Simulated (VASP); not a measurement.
# CdSe (Fm-3m) in VASP: notebook

CdSe is run at these levels: PBEsol, r2SCAN0+D3(BJ), r2SCAN+rVV10; tasks: single point.

Everything below comes from runs of VASP 6.6.1. Logs are shortened: lines on timing, memory, paths and dates and some standing lists are left out, and cuts for length are marked.

## (1) The cell of the first run

The structure is cubic, space group Fm-3m (No. 225). Conventional cell: a = 5.786 Å, b = 5.786 Å, c = 5.786 Å, α = 90.00°, β = 90.00°, γ = 90.00°. Cd (site symmetry m-3m) has 6 Se at 2.89 Å within 3.8 Å. Se (site symmetry m-3m) has 6 Cd at 2.89 Å within 3.8 Å.

## (2) Single point, PBEsol, non-collinear spin, zero start, spin-orbit coupling

Contents of INCAR:

```
  PREC = Accurate
  ENCUT = 520
  EDIFF = 1E-6
  ISMEAR = -1
  SIGMA = 0.05
  LREAL = False
  LASPH = True
  NELM = 150
  ALGO = Normal
  ISIF = 2
  LWAVE = False
  LCHARG = True
  MAGMOM = 0 0 0 0 0 0
  LORBIT = 11
  LSORBIT = True
  GGA_COMPAT = False
  LORBMOM = True
  GGA = PS
  LVHAR = True
  NBANDS = 30
```

Contents of KPOINTS:

```
regular mesh
0
Gamma
  8 8 8
```

Contents of POSCAR:

```
CdSe
1.0
    0.0000000000      2.8929913891      2.8929913891
    2.8929913891      0.0000000000      2.8929913891
    2.8929913891      2.8929913891      0.0000000000
Cd Se
1 1
Direct
    0.0000000000      0.0000000000      0.0000000000
    0.5000000000      0.5000000000      0.5000000000
```

Potentials or basis: VASP PAW PBE potentials, release 64 (Cd, Se).

Started as:

```
cat potpaw_PBE.64/Cd/POTCAR potpaw_PBE.64/Se/POTCAR > POTCAR
mpirun -np 1 vasp_ncl > vasp.out
```

OUTCAR:

```text
PREC = Accurate
   ENCUT = 520
   EDIFF = 1E-6
   ISMEAR = -1
   LREAL = False
   LASPH = True
   NELM = 150
   ISIF = 2
   LORBIT = 11
   LSORBIT = True
   GGA = PS

 ion  position               nearest neighbor table
   1  0.000  0.000  0.000-   2 2.89   2 2.89   2 2.89   2 2.89   2 2.89   2 2.89
   2  0.500  0.500  0.500-   1 2.89   1 2.89   1 2.89   1 2.89   1 2.89   1 2.89

  LATTYP: Found a face centered cubic cell.
 ALAT       =     5.7859827782

  Lattice vectors:

 A1 = (   0.0000000000,   2.8929913891,   2.8929913891)
 A2 = (   2.8929913891,   0.0000000000,   2.8929913891)
 A3 = (   2.8929913891,   2.8929913891,   0.0000000000)

Analysis of symmetry for initial positions (statically):
=====================================================================
 Subroutine PRICEL returns:
 Original cell was already a primitive cell.

 Routine SETGRP: Setting up the symmetry group for a
 face centered cubic supercell.

 Subroutine GETGRP returns: Found 48 space group operations
 (whereof 48 operations were pure point group operations)
 out of a pool of 48 trial point group operations.

The static configuration has the point symmetry O_h .

Analysis of symmetry for dynamics (positions and initial velocities):
=====================================================================
 Subroutine PRICEL returns:
 Original cell was already a primitive cell.

 Routine SETGRP: Setting up the symmetry group for a
 face centered cubic supercell.

 Subroutine GETGRP returns: Found 48 space group operations
 (whereof 48 operations were pure point group operations)
 out of a pool of 48 trial point group operations.

The dynamic configuration has the point symmetry O_h .

Analysis of structural, dynamic, and magnetic symmetry:
=====================================================================
 Subroutine PRICEL returns:
 Original cell was already a primitive cell.

 Routine SETGRP: Setting up the symmetry group for a
 face centered cubic supercell.

 Subroutine GETGRP returns: Found 48 space group operations
 (whereof 48 operations were pure point group operations)
 out of a pool of 48 trial point group operations.

The overall configuration has the point symmetry O_h .

 Subroutine INISYM returns: Found 48 space group operations
 (whereof 48 operations are pure point group operations),
 and found     1 'primitive' translations

----------------------------------------------------------------------------------------

                                     Primitive cell

  volume of cell :      48.4252

  direct lattice vectors                    reciprocal lattice vectors
     0.000000000  2.892991389  2.892991389    -0.172831486  0.172831486  0.172831486
     2.892991389  0.000000000  2.892991389     0.172831486 -0.172831486  0.172831486
     2.892991389  2.892991389  0.000000000     0.172831486  0.172831486 -0.172831486

  length of vectors
     4.091307658  4.091307658  4.091307658     0.299352914  0.299352914  0.299352914

  position of ions in fractional coordinates (direct lattice)
     0.000000000  0.000000000  0.000000000
     0.500000000  0.500000000  0.500000000

  ion indices of the primitive-cell ions
   primitive index   ion index
                 1           1
                 2           2

----------------------------------------------------------------------------------------

 KPOINTS: regular mesh

Automatic generation of k-mesh.
 Grid dimensions read from file:
 generate k-points for:    8    8    8

 Generating k-lattice:

  Cartesian coordinates                     Fractional coordinates (reciprocal lattice)
    -0.021603936  0.021603936  0.021603936     0.125000000  0.000000000  0.000000000
     0.021603936 -0.021603936  0.021603936     0.000000000  0.125000000  0.000000000
     0.021603936  0.021603936 -0.021603936     0.000000000  0.000000000  0.125000000

  Length of vectors
     0.037419114  0.037419114  0.037419114

  Shift w.r.t. Gamma in fractional coordinates (k-lattice)
     0.000000000  0.000000000  0.000000000

 Subroutine IBZKPT returns following result:
 ===========================================

 Found     29 irreducible k-points:

 Following reciprocal coordinates:
            Coordinates               Weight
  0.000000  0.000000  0.000000      1.000000
  0.125000  0.000000  0.000000      8.000000
  0.250000  0.000000  0.000000      8.000000
  0.375000  0.000000  0.000000      8.000000
  0.500000  0.000000  0.000000      4.000000
  0.125000  0.125000  0.000000      6.000000
[... 43 lines left out ...]
   ISIF   =      2    stress and relaxation
   ISYM   =      2    0-nonsym 1-usesym 2-fastsym
   POTIM  = 0.5000    time-step for ionic-motion
   TEBEG  =    0.0;   TEEND  =   0.0 temperature during run
   PSTRESS=    0.0 pullay stress
   NELECT =      18.0000    total number of electrons
   NUPDOWN=      -1.0000    fix difference up-down
   EMIN   =  10.00;   EMAX   =-10.00  energy-range for DOS
   EFERMI =   0.00;   METHOD = LEGACY
   ISMEAR =    -1;   SIGMA  =   0.05  broadening in eV -4-tet -1-fermi 0-gaus
   EFERMI_NEDOS =   21; number of points for ismear=-14 and -15
   IALGO  =     38    algorithm
   IMIX   =      4    mixing-type and parameters
     AMIX     =   0.40;   BMIX     =  1.00
     AMIX_MAG =   1.60;   BMIX_MAG =  1.00
  volume/ion in A,a.u.               =      24.21       163.39
  Fermi-wavevector in a.u.,A,eV,Ry     =   1.177087  2.224372 18.851329  1.385534
  Thomas-Fermi vector in A             =   2.313440
   LORBIT       =     11    0 simple, 1 ext, 2 COOP (PROOUT), +10 PAW based schemes
   GGA     = PS    functional components
   LHFCALC =     F    Hartree Fock is set to
   AEXX    =    0.0000 exact exchange contribution
   IVDW    =     0    specifies the selected vdW correction
   LEPSILON=     F    determine dielectric tensor
   LRPA    =     F    only Hartree local field effects (RPA)
  energy-cutoff  :      520.00
  volume of cell :       48.43
 maximum number of plane-waves:      2646
   NGX = 15   NGY = 15   NGZ = 15

 number of electron      18.0000000 magnetization       0.0000000      0.0000000      0.0000000

 number of electron      18.0000008 magnetization      -0.0000000     -0.0000000     -0.0000000

 number of electron      18.0000009 magnetization       0.0000000     -0.0000000      0.0000000

 number of electron      18.0000009 magnetization      -0.0000000      0.0000000     -0.0000000

 Free energy of the ion-electron system (eV)
  ---------------------------------------------------
  ext. energy  EPLUGINS =         0.00000000
  ---------------------------------------------------
  free energy    TOTEN  =        -5.98613778 eV

  energy without entropy =       -5.98313965  energy(sigma->0) =       -5.98463872

 E-fermi :   2.0707     XC(G=0): -10.0951

 val. band max:        2.0269481890   @ k =   0.5000   0.0000   0.0000
 cond. band min:       2.2428167873   @ k =   0.3750   0.3750   0.0000
 fundamental gap:      0.2158685983
 Fermi energy:         2.0707452194

 k-point     1 :       0.0000    0.0000    0.0000
  band No.  band energies     occupation
      1     -10.8359      1.00000
      2     -10.8359      1.00000
      3      -6.2835      1.00000
      4      -6.2835      1.00000
      5      -6.2835      1.00000
      6      -6.2835      1.00000
[... 781 lines left out ...]
     29      12.9570      0.00000
     30      12.9570      0.00000

 [... further k-points ...]

------------------------ aborting loop because EDIFF is reached ----------------------------------------

  FORCE on cell =-STRESS in cart. coord.  units (eV):
  Direction    XX          YY          ZZ          XY          YZ          ZX
  --------------------------------------------------------------------------------------
  -------------------------------------------------------------------------------------
  Total       -1.3538121     -1.3538121     -1.3538121      0.0000000      0.0000000      0.0000000
  in kB      -44.7917012    -44.7917012    -44.7917012      0.0000000      0.0000000      0.0000000
  external PRESSURE =     -44.7917012 kB  Pullay stress =       0.0000000 kB

 VOLUME and BASIS-vectors are now :
 -----------------------------------------------------------------------------
  energy-cutoff  :      520.00
  volume of cell :       48.43
      direct lattice vectors                 reciprocal lattice vectors
     0.000000000  2.892991389  2.892991389    -0.172831486  0.172831486  0.172831486
     2.892991389  0.000000000  2.892991389     0.172831486 -0.172831486  0.172831486
     2.892991389  2.892991389  0.000000000     0.172831486  0.172831486 -0.172831486

 POSITION                                       TOTAL-FORCE (eV/Angst)
 -----------------------------------------------------------------------------------
      0.00000      0.00000      0.00000         0.000000     -0.000000     -0.000000
      2.89299      2.89299      2.89299        -0.000000      0.000000      0.000000
 -----------------------------------------------------------------------------------
    total drift:                               -0.000000      0.000000      0.000000

  FREE ENERGIE OF THE ION-ELECTRON SYSTEM (eV)
  ---------------------------------------------------
  free  energy   TOTEN  =        -5.9861377762 eV

  energy  without entropy=       -5.9831396539  energy(sigma->0) =       -5.98463872

 orbital moment (x)

 # of ion     p       d       tot
 ----------------------------------------
  1         0.000  -0.000  -0.000
  2         0.000  -0.000   0.000
 ----------------------------------------
            0.000  -0.000   0.000

 orbital moment (y)

 # of ion     p       d       tot
 ----------------------------------------
  1         0.000  -0.000  -0.000
  2        -0.000   0.000  -0.000
 ----------------------------------------
           -0.000  -0.000  -0.000

 orbital moment (z)

 # of ion     p       d       tot
 ----------------------------------------
  1         0.000   0.000   0.000
  2         0.000   0.000   0.000
 ----------------------------------------
            0.000   0.000   0.000

 Spin-Orbit-Coupling matrix elements

 Ion:    1  E_soc:     -0.0534044
 l=   1
     0.0000000    -0.0020623    -0.0020623
    -0.0020623     0.0000000    -0.0020623
    -0.0020623    -0.0020623     0.0000000
 l=   2
     0.0000000    -0.0013875     0.0000000    -0.0013875    -0.0054508
    -0.0013875     0.0000000    -0.0040881    -0.0013875    -0.0013627
     0.0000000    -0.0040881     0.0000000    -0.0040881     0.0000000
    -0.0013875    -0.0013875    -0.0040881     0.0000000    -0.0013627
    -0.0054508    -0.0013627     0.0000000    -0.0013627     0.0000000
 l=   3
     0.0000000     0.0000000     0.0000000     0.0000000     0.0000000     0.0000000     0.0000000
     0.0000000     0.0000000     0.0000000     0.0000000     0.0000000     0.0000000     0.0000000
     0.0000000     0.0000000     0.0000000     0.0000000     0.0000000     0.0000000     0.0000000
     0.0000000     0.0000000     0.0000000     0.0000000     0.0000000     0.0000000     0.0000000
     0.0000000     0.0000000     0.0000000     0.0000000     0.0000000     0.0000000     0.0000000
     0.0000000     0.0000000     0.0000000     0.0000000     0.0000000     0.0000000     0.0000000
     0.0000000     0.0000000     0.0000000     0.0000000     0.0000000     0.0000000     0.0000000

 Ion:    2  E_soc:     -0.0435318
 l=   1
     0.0000000    -0.0072505    -0.0072505
    -0.0072505     0.0000000    -0.0072505
    -0.0072505    -0.0072505     0.0000000
 l=   2
     0.0000000    -0.0000004     0.0000000    -0.0000004    -0.0000044
    -0.0000004     0.0000000    -0.0000033    -0.0000004    -0.0000011
     0.0000000    -0.0000033     0.0000000    -0.0000033     0.0000000
    -0.0000004    -0.0000004    -0.0000033     0.0000000    -0.0000011
    -0.0000044    -0.0000011     0.0000000    -0.0000011     0.0000000
 l=   3
     0.0000000     0.0000000     0.0000000     0.0000000     0.0000000     0.0000000     0.0000000
     0.0000000     0.0000000     0.0000000     0.0000000     0.0000000     0.0000000     0.0000000
     0.0000000     0.0000000     0.0000000     0.0000000     0.0000000     0.0000000     0.0000000
     0.0000000     0.0000000     0.0000000     0.0000000     0.0000000     0.0000000     0.0000000
     0.0000000     0.0000000     0.0000000     0.0000000     0.0000000     0.0000000     0.0000000
     0.0000000     0.0000000     0.0000000     0.0000000     0.0000000     0.0000000     0.0000000
     0.0000000     0.0000000     0.0000000     0.0000000     0.0000000     0.0000000     0.0000000

 total charge

# of ion       s       p       d       tot
------------------------------------------
    1        0.402   0.225   9.562  10.189
    2        1.466   2.311   0.017   3.793
--------------------------------------------------
tot          1.868   2.536   9.579  13.982

 magnetization (x)

# of ion       s       p       d       tot
------------------------------------------
    1       -0.000  -0.000  -0.000  -0.000
    2        0.000   0.000   0.000   0.000
--------------------------------------------------
tot          0.000   0.000  -0.000  -0.000

 magnetization (y)

# of ion       s       p       d       tot
------------------------------------------
    1        0.000  -0.000  -0.000  -0.000
    2       -0.000  -0.000  -0.000  -0.000
--------------------------------------------------
tot          0.000  -0.000  -0.000  -0.000

 magnetization (z)

# of ion       s       p       d       tot
------------------------------------------
    1       -0.000   0.000  -0.000  -0.000
    2        0.000   0.000   0.000   0.000
--------------------------------------------------
tot         -0.000   0.000  -0.000  -0.000
```

Wall time 2.2 min (1 thread of Intel Xeon 8259CL, shared host); peak memory 0.31 GiB.

What came out:

```yaml
Free_energy: -5.9861 eV
Pressure: -4.5 GPa
Net_moment: 0.00 μB per cell
Valence_electrons_inside_the_program's_atomic_spheres: Cd 10.19; Se 3.79
```

Moments on the atoms (μB; x, y, z):
```
Cd  0.00 0.00 0.00
Se  0.00 0.00 0.00
```

Caveat: the cell stands under tension; the PAW data sets were made with another functional, which shifts forces and pressure a little.

## (3) Single point, r2SCAN0+D3(BJ)

This run uses another cell than the first one, of 23.74 Å³/atom.

Contents of POSCAR:

```
CdSe
1.0
    0.0000000000      2.8739580000      2.8739580000
    2.8739580000      0.0000000000      2.8739580000
    2.8739580000      2.8739580000      0.0000000000
Cd Se
1 1
Direct
    0.0000000000      0.0000000000      0.0000000000
    0.5000000000      0.5000000000      0.5000000000
```

Contents of INCAR.step1:

```
SYSTEM = CdSe
PREC = Accurate
ENCUT = 440
EDIFF = 1E-5
ISMEAR = 0
SIGMA = 0.02
LREAL = .FALSE.
LASPH = .TRUE.
NELM = 120
ALGO = Normal
ISIF = 2
LWAVE = .TRUE.
LCHARG = .FALSE.
NBANDS = 16
GGA = PE
GGA_COMPAT = .FALSE.
```

Contents of INCAR.step2:

```
SYSTEM = CdSe
PREC = Accurate
ENCUT = 440
EDIFF = 1E-6
ISMEAR = 0
SIGMA = 0.02
LREAL = .FALSE.
LASPH = .TRUE.
NELM = 120
ALGO = Normal
ISIF = 2
LWAVE = .FALSE.
LCHARG = .FALSE.
METAGGA = R2SCAN
LHFCALC = .TRUE.
AEXX = 0.25
LMIXTAU = .TRUE.
PRECFOCK = Normal
IVDW = 12
NBANDS = 16
ISTART = 1
VDW_S6 = 1.0
VDW_S8 = 1.1846
VDW_A1 = 0.4534
VDW_A2 = 5.8972
GGA_COMPAT = .FALSE.
```

Contents of KPOINTS:

```
Automatic mesh
0
G
  4 4 4
  0 0 0
```

Potentials or basis: VASP PAW PBE potentials, release 64 (Cd, Se).

Started as:

```
cat potpaw_PBE.64/Cd/POTCAR potpaw_PBE.64/Se/POTCAR > POTCAR
cp INCAR.step1 INCAR
mpirun -np 1 vasp_std > vasp.out
cp INCAR.step2 INCAR
mpirun -np 1 vasp_std > vasp.out
```

Wall time 4.7 min (1 thread of AMD EPYC 9R45 (Zen 5), shared host); peak memory 0.15 GiB.

It converged, with:

```yaml
Free_energy: -30.5773 eV
Pressure: -4.4 GPa
Band_gap_on_the_k_mesh: 1.44 eV (least direct gap 2.69 eV)
Dispersion_energy_per_atom: -0.229 eV
```

Levels at points of the mesh, in eV from the valence-band top:
```csv
k point,band 7,band 8,band 9,band 10,band 11,band 12
"(0.00, 0.00, 0.00)",-0.54,-0.54,-0.54,2.15,10.76,10.76
"(0.50, 0.00, 0.00)",-5.30,0.00,0.00,5.00,7.40,7.40
"(0.50, 0.50, 0.00)",-4.40,-2.13,-2.13,1.44,7.31,12.37
```

Caveat: the k points lie up to 0.47 Å⁻¹ apart; the PAW data sets were made with another functional, which shifts forces and pressure a little. A k mesh can miss the band edges.

(Continued in part 2 of 2.)
